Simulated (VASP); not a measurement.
# VH2 (Fm-3m) in VASP: a series of runs

The runs below take VH2 through single point, relaxation of volume and atoms at fixed shape, with LDA.

Everything below comes from runs of VASP 6.6.1. Logs are shortened: lines on timing, memory, paths and dates and some standing lists are left out, and cuts for length are marked.

## 1. The cell of the first run

It takes space group Fm-3m (No. 225, cubic). Conventional cell: a = 4.133 Å, b = 4.133 Å, c = 4.133 Å, α = 90.00°, β = 90.00°, γ = 90.00°. Within 2.4 Å of V (site symmetry m-3m) lie 8 H at 1.79 Å. Within 2.4 Å of H (site symmetry -43m) lie 4 V at 1.79 Å and 6 H at 2.07 Å.

## 2. Single point, LDA, collinear spin, ferromagnetic start

Input file INCAR:

```
SYSTEM = VH2
PREC = Accurate
ENCUT = 520
EDIFF = 1E-7
ISMEAR = 1
SIGMA = 0.1
LREAL = .False.
LASPH = .True.
NELM = 150
ALGO = Normal
ISIF = 2
LWAVE = .False.
LCHARG = .True.
ISPIN = 2
MAGMOM = 1.5 0 0
LORBIT = 11
LMAXMIX = 4
LELF = .True.
LVHAR = .True.
NBANDS = 18
```

Input file KPOINTS:

```
Automatic mesh
0
Gamma
  9 9 9
  0 0 0
```

Input file POSCAR:

```
VH2
1.0
    2.9226561584      0.0000000000      0.0000000000
    1.4613280792      2.5310944797      0.0000000000
    1.4613280792      0.8436981599      2.3863387605
V H
1 2
Direct
    0.0000000000      0.0000000000      0.0000000000
    0.2500000000      0.2500000000      0.2500000000
    0.7500000000      0.7500000000      0.7500000000
```

Potentials or basis: VASP PAW LDA potentials, release 64 (V_sv, H).

Command:

```
> cat potpaw_LDA.64/V_sv/POTCAR potpaw_LDA.64/H/POTCAR > POTCAR
> mpirun -np 1 vasp_std > vasp.out
```

OUTCAR:

```text
SYSTEM = VH2
   PREC = Accurate
   ENCUT = 520
   EDIFF = 1E-7
   ISMEAR = 1
   LREAL = .False.
   LASPH = .True.
   NELM = 150
   ISIF = 2
   ISPIN = 2
   LORBIT = 11

 ion  position               nearest neighbor table
   1  0.000  0.000  0.000-   3 1.79   2 1.79   3 1.79   2 1.79   3 1.79   2 1.79   3 1.79   2 1.79

   2  0.250  0.250  0.250-   1 1.79   1 1.79   1 1.79   1 1.79
   3  0.750  0.750  0.750-   1 1.79   1 1.79   1 1.79   1 1.79

  LATTYP: Found a face centered cubic cell.
 ALAT       =     4.1332599774

  Lattice vectors:

 A1 = (   2.9226561584,   0.0000000000,   0.0000000000)
 A2 = (   1.4613280792,   2.5310944797,   0.0000000000)
 A3 = (   1.4613280792,   0.8436981599,   2.3863387605)

Analysis of symmetry for initial positions (statically):
=====================================================================
 Subroutine PRICEL returns:
 Original cell was already a primitive cell.

 Routine SETGRP: Setting up the symmetry group for a
 face centered cubic supercell.

 Subroutine GETGRP returns: Found 48 space group operations
 (whereof 48 operations were pure point group operations)
 out of a pool of 48 trial point group operations.

The static configuration has the point symmetry O_h .

Analysis of symmetry for dynamics (positions and initial velocities):
=====================================================================
 Subroutine PRICEL returns:
 Original cell was already a primitive cell.

 Routine SETGRP: Setting up the symmetry group for a
 face centered cubic supercell.

 Subroutine GETGRP returns: Found 48 space group operations
 (whereof 48 operations were pure point group operations)
 out of a pool of 48 trial point group operations.

The dynamic configuration has the point symmetry O_h .

Analysis of structural, dynamic, and magnetic symmetry:
=====================================================================
 Subroutine PRICEL returns:
 Original cell was already a primitive cell.

 Routine SETGRP: Setting up the symmetry group for a
 face centered cubic supercell.

 Subroutine GETGRP returns: Found 48 space group operations
 (whereof 48 operations were pure point group operations)
 out of a pool of 48 trial point group operations.

The overall configuration has the point symmetry O_h .

 Subroutine INISYM returns: Found 48 space group operations
 (whereof 48 operations are pure point group operations),
 and found     1 'primitive' translations

----------------------------------------------------------------------------------------

                                     Primitive cell

  volume of cell :      17.6530

  direct lattice vectors                    reciprocal lattice vectors
     2.922656158  0.000000000  0.000000000     0.342154515 -0.197543001 -0.139683996
     1.461328079  2.531094480  0.000000000     0.000000000  0.395086003 -0.139683996
     1.461328079  0.843698160  2.386338761     0.000000000  0.000000000  0.419051987

  length of vectors
     2.922656158  2.922656158  2.922656158     0.419051987  0.419051987  0.419051987

  position of ions in fractional coordinates (direct lattice)
     0.000000000  0.000000000  0.000000000
     0.250000000  0.250000000  0.250000000
     0.750000000  0.750000000  0.750000000

  ion indices of the primitive-cell ions
   primitive index   ion index
                 1           1
                 2           2
                 3           3

----------------------------------------------------------------------------------------

 KPOINTS: Automatic mesh

Automatic generation of k-mesh.
 Grid dimensions read from file:
 generate k-points for:    9    9    9

 Generating k-lattice:

  Cartesian coordinates                     Fractional coordinates (reciprocal lattice)
     0.038017168 -0.021949222 -0.015520444     0.111111111  0.000000000  0.000000000
     0.000000000  0.043898445 -0.015520444     0.000000000  0.111111111 -0.000000000
     0.000000000  0.000000000  0.046561332     0.000000000  0.000000000  0.111111111

  Length of vectors
     0.046561332  0.046561332  0.046561332

  Shift w.r.t. Gamma in fractional coordinates (k-lattice)
     0.000000000  0.000000000  0.000000000

 Subroutine IBZKPT returns following result:
 ===========================================

 Found     35 irreducible k-points:

 Following reciprocal coordinates:
            Coordinates               Weight
  0.000000  0.000000  0.000000      1.000000
  0.111111  0.000000  0.000000      8.000000
  0.222222  0.000000  0.000000      8.000000
  0.333333 -0.000000 -0.000000      8.000000
  0.444444  0.000000  0.000000      8.000000
  0.111111  0.111111  0.000000      6.000000
[... 16 lines left out ...]
 -0.333333  0.333333 -0.000000     12.000000
  0.444444  0.444444 -0.000000      6.000000
 [... further k-points ...]
   k-points           NKPTS =     35   k-points in BZ     NKDIM =     35   number of bands    NBANDS=     18
   number of dos      NEDOS =    301   number of ions     NIONS =      3
   total plane-waves  NPLWV =  13824
   dimension x,y,z NGX =    24 NGY =   24 NGZ =   24
   dimension x,y,z NGXF=    48 NGYF=   48 NGZF=   48
   ions per type =               1   2
   NGX,Y,Z   is equivalent  to a cutoff of  13.65, 13.65, 13.65 a.u.
   NGXF,Y,Z  is equivalent  to a cutoff of  27.30, 27.30, 27.30 a.u.
 SYSTEM =  VH2
   PREC   = accura    normal or accurate (medium, high low for compatibility)
   ISTART =      0    job   : 0-new  1-cont  2-samecut
   ICHARG =      2    charge: 1-file 2-atom 10-const
   ISPIN  =      2    spin polarized calculation?
   LNONCOLLINEAR =      F non collinear calculations
   LSORBIT =      F    spin-orbit coupling
   LASPH  =      T    aspherical Exc in radial PAW
   ENCUT  =  520.0 eV  38.22 Ry    6.18 a.u.   5.43  5.43  5.43*2*pi/ulx,y,z
   NELM   =    150;   NELMIN=  2; NELMDL= -5     # of ELM steps
   EDIFF  = 0.1E-06   stopping-criterion for ELM
   LREAL  =      F    real-space projection
   EDIFFG = 0.1E-05   stopping-criterion for IOM
   NSW    =      0    number of steps for IOM
   IBRION =     -1    ionic relax: 0-MD 1-quasi-New 2-CG
   NFREE  =      0    steps in history (QN), initial steepest desc. (CG)
   ISIF   =      2    stress and relaxation
   ISYM   =      2    0-nonsym 1-usesym 2-fastsym
   POTIM  = 0.5000    time-step for ionic-motion
   TEBEG  =    0.0;   TEEND  =   0.0 temperature during run
   PSTRESS=    0.0 pullay stress
   NELECT =      15.0000    total number of electrons
   NUPDOWN=      -1.0000    fix difference up-down
   EMIN   =  10.00;   EMAX   =-10.00  energy-range for DOS
   EFERMI =   0.00;   METHOD = LEGACY
   ISMEAR =     1;   SIGMA  =   0.10  broadening in eV -4-tet -1-fermi 0-gaus
   EFERMI_NEDOS =   21; number of points for ismear=-14 and -15
   IALGO  =     38    algorithm
   IMIX   =      4    mixing-type and parameters
     AMIX     =   0.40;   BMIX     =  1.00
     AMIX_MAG =   1.60;   BMIX_MAG =  1.00
  volume/ion in A,a.u.               =       5.88        39.71
  Fermi-wavevector in a.u.,A,eV,Ry     =   1.550598  2.930205 32.713220  2.404354
  Thomas-Fermi vector in A             =   2.655238
   LORBIT       =     11    0 simple, 1 ext, 2 COOP (PROOUT), +10 PAW based schemes
   GGA     = CA    functional components
   LHFCALC =     F    Hartree Fock is set to
   AEXX    =    0.0000 exact exchange contribution
   IVDW    =     0    specifies the selected vdW correction
   LEPSILON=     F    determine dielectric tensor
   LRPA    =     F    only Hartree local field effects (RPA)
 spin polarized calculation
 Methfessel and Paxton  Order N= 1 SIGMA  =   0.10
  energy-cutoff  :      520.00
  volume of cell :       17.65
 maximum number of plane-waves:       531
 NGX is ok and might be reduce to    24
   NGX = 11   NGY = 11   NGZ = 11

 number of electron      15.0000003 magnetization       0.0003732

 number of electron      15.0000003 magnetization      -0.0001560

 Free energy of the ion-electron system (eV)
  ---------------------------------------------------
  ext. energy  EPLUGINS =         0.00000000
  ---------------------------------------------------
  free energy    TOTEN  =       -17.88072049 eV

  energy without entropy =      -17.88145432  energy(sigma->0) =      -17.88096510

 E-fermi :   8.8846     XC(G=0): -12.9212

 val. band max:        8.8501697320   @ k =  -0.3333   0.2222   0.0000
 cond. band min:       8.9621161416   @ k =   0.4444   0.2222  -0.0000
 fundamental gap:      0.1119464096
 Fermi energy:         8.8846243704

 spin component 1

 k-point     1 :       0.0000    0.0000    0.0000
  band No.  band energies     occupation
      1     -54.7795      1.00000
      2     -28.8431      1.00000
      3     -28.8431      1.00000
      4     -28.8431      1.00000
      5      -2.8547      1.00000
      6       7.8660      1.00000
[... 10 lines left out ...]
     17      29.6864      0.00000
     18      29.6864      0.00000
[... 463 lines left out ...]
 k-point    24 :       0.4444    0.4444   -0.0000
  band No.  band energies     occupation
      1     -54.6798      1.00000
      2     -29.2986      1.00000
      3     -28.9990      1.00000
      4     -28.9990      1.00000
      5       2.2655      1.00000
      6       2.8924      1.00000
[... 10 lines left out ...]
     17      36.9371      0.00000
     18      39.7102      0.00000

 [... further k-points ...]

 spin component 2

 k-point     1 :       0.0000    0.0000    0.0000
  band No.  band energies     occupation
      1     -54.7796      1.00000
      2     -28.8433      1.00000
      3     -28.8433      1.00000
      4     -28.8433      1.00000
      5      -2.8547      1.00000
      6       7.8659      1.00000
[... 10 lines left out ...]
     17      29.6863      0.00000
     18      29.6863      0.00000
[... 463 lines left out ...]
 k-point    24 :       0.4444    0.4444   -0.0000
  band No.  band energies     occupation
      1     -54.6800      1.00000
      2     -29.2987      1.00000
      3     -28.9991      1.00000
      4     -28.9991      1.00000
      5       2.2655      1.00000
      6       2.8924      1.00000
[... 10 lines left out ...]
     17      36.9371      0.00000
     18      39.7102      0.00000

 [... further k-points ...]
[... 5 lines left out ...]
  --------------------------------------------------------------------------------------
  -------------------------------------------------------------------------------------
  Total        0.0394804      0.0394804      0.0394804     -0.0000000     -0.0000000     -0.0000000
  in kB        3.5832284      3.5832284      3.5832284     -0.0000000     -0.0000000     -0.0000000
  external PRESSURE =       3.5832284 kB  Pullay stress =       0.0000000 kB

 VOLUME and BASIS-vectors are now :
 -----------------------------------------------------------------------------
  energy-cutoff  :      520.00
  volume of cell :       17.65
      direct lattice vectors                 reciprocal lattice vectors
     2.922656158  0.000000000  0.000000000     0.342154515 -0.197543001 -0.139683996
     1.461328079  2.531094480  0.000000000     0.000000000  0.395086003 -0.139683996
     1.461328079  0.843698160  2.386338761     0.000000000  0.000000000  0.419051987

 POSITION                                       TOTAL-FORCE (eV/Angst)
 -----------------------------------------------------------------------------------
      0.00000      0.00000      0.00000         0.000000     -0.000000      0.000000
      1.46133      0.84370      0.59658        -0.000000     -0.000000      0.000000
      4.38398      2.53109      1.78975         0.000000      0.000000     -0.000000
 -----------------------------------------------------------------------------------
    total drift:                                0.000000     -0.000000     -0.000000

  FREE ENERGIE OF THE ION-ELECTRON SYSTEM (eV)
  ---------------------------------------------------
  free  energy   TOTEN  =       -17.8807204932 eV

  energy  without entropy=      -17.8814543200  energy(sigma->0) =      -17.88096510

 total charge

# of ion       s       p       d       tot
------------------------------------------
    1        2.235   6.257   3.282  11.773
    2        0.582   0.032   0.000   0.614
    3        0.582   0.032   0.000   0.614
--------------------------------------------------
tot          3.398   6.321   3.282  13.001

 magnetization (x)

# of ion       s       p       d       tot
------------------------------------------
    1        0.000   0.000  -0.000  -0.000
    2        0.000  -0.000   0.000   0.000
    3        0.000  -0.000   0.000   0.000
--------------------------------------------------
tot          0.000  -0.000  -0.000  -0.000
```

It used 15 s of CPU time on 1 thread of Intel Xeon 6975P-C, with other jobs on the host.

What came out:

```
Free energy                                           : -17.8807 eV
Pressure                                              : 0.4 GPa
Net moment                                            : 0.00 μB per cell
Valence electrons inside the program's atomic spheres : V 11.77; H 0.61
```

Levels at points of the mesh, in eV from the Fermi level:
Spin up:
```
           k point  band 5  band 6  band 7  band 8  band 9  band 10  band 11  band 12
(0.00, 0.00, 0.00)  -11.74   -1.02   -1.02   -1.02    0.90     0.90     1.54    16.91
```
Spin down:
| k point | band 6 | band 7 | band 8 | band 9 | band 10 | band 11 |
| --- | --- | --- | --- | --- | --- | --- |
| (0.00, 0.00, 0.00) | -1.02 | -1.02 | -1.02 | 0.90 | 0.90 | 1.54 |

## 3. Relaxation of volume and atoms at fixed shape, LDA, collinear spin, ferromagnetic start

This run uses another cell than the first one, of 6.49 Å³/atom, 1.103 times its volume.

Input file INCAR:

```
SYSTEM = VH2
PREC = Accurate
ENCUT = 600
EDIFF = 1E-6
ISMEAR = 1
SIGMA = 0.1
LREAL = .False.
LASPH = .True.
NELM = 150
ALGO = Normal
ISIF = 8
LWAVE = .False.
LCHARG = .False.
ISPIN = 2
MAGMOM = 1.5 0 0
LORBIT = 11
LMAXMIX = 4
GGA = CA
IBRION = 2
NSW = 80
EDIFFG = -0.02
```

Input file KPOINTS:

```
regular mesh
0
Gamma
  9 9 9
  0 0 0
```

Input file POSCAR:

```
VH2
1.0
    3.0200530000      0.0000000000      0.0000000000
    1.5100265000      2.6154426188      0.0000000000
    1.5100265000      0.8718142063      2.4658629487
V H
1 2
Direct
    0.0000000000      0.0000000000      0.0000000000
    0.2500000000      0.2500000000      0.2500000000
    0.7500000000      0.7500000000      0.7500000000
```

Potentials or basis: VASP PAW LDA potentials, release 64 (V_sv, H).

Command:

```
> cat potpaw_LDA.64/V_sv/POTCAR potpaw_LDA.64/H/POTCAR > POTCAR
> mpirun -np 1 vasp_std > vasp.out
```

It used 16 s of CPU time on 1 thread of Intel Xeon 6975P-C, on a shared host.

Results (log left out):

* Free energy: -17.8835 eV
* Relaxed volume: 5.91 Å³/atom
* Relaxed cell: a = 2.927 Å, b = 2.927 Å, c = 2.927 Å, α = 60.00°, β = 60.00°, γ = 60.00°
* Space group after relaxing (to 0.05 Å): Fm-3m (No. 225)
* Energy gained by relaxing: 31.8 meV/atom
* Ionic steps: 2
* Pressure after relaxing: -0.4 GPa
* Net moment: 0.00 μB per cell
* Valence electrons inside the program's atomic spheres: V 11.77; H 0.61

The path:
```csv
step,energy change (eV),largest force (eV/Å),pressure (GPa),volume (Å³)
1,0.0000,0.0000,-15.81,19.48
2,-0.0955,0.0000,-0.37,17.73
```

Final structure:
```yaml
crystal:
  lattice:
    - [2.92671, 0.00000, 0.00000]
    - [1.46336, 2.53461, 0.00000]
    - [1.46336, 0.84487, 2.38965]
  atoms:
    - { symbol: V, position: [0.00000, 0.00000, 0.00000] }
    - { symbol: H, position: [0.25000, 0.25000, 0.25000] }
    - { symbol: H, position: [0.75000, 0.75000, 0.75000] }
```

Levels at points of the mesh, in eV from the Fermi level:
Spin up:
```
           k point  band 5  band 6  band 7  band 8  band 9  band 10  band 11  band 12
(0.00, 0.00, 0.00)  -11.71   -1.01   -1.01   -1.01    0.89     0.89     1.54    16.87
```
Spin down:
```csv
k point,band 6,band 7,band 8,band 9,band 10,band 11
"(0.00, 0.00, 0.00)",-1.01,-1.01,-1.01,0.89,0.89,1.54
```
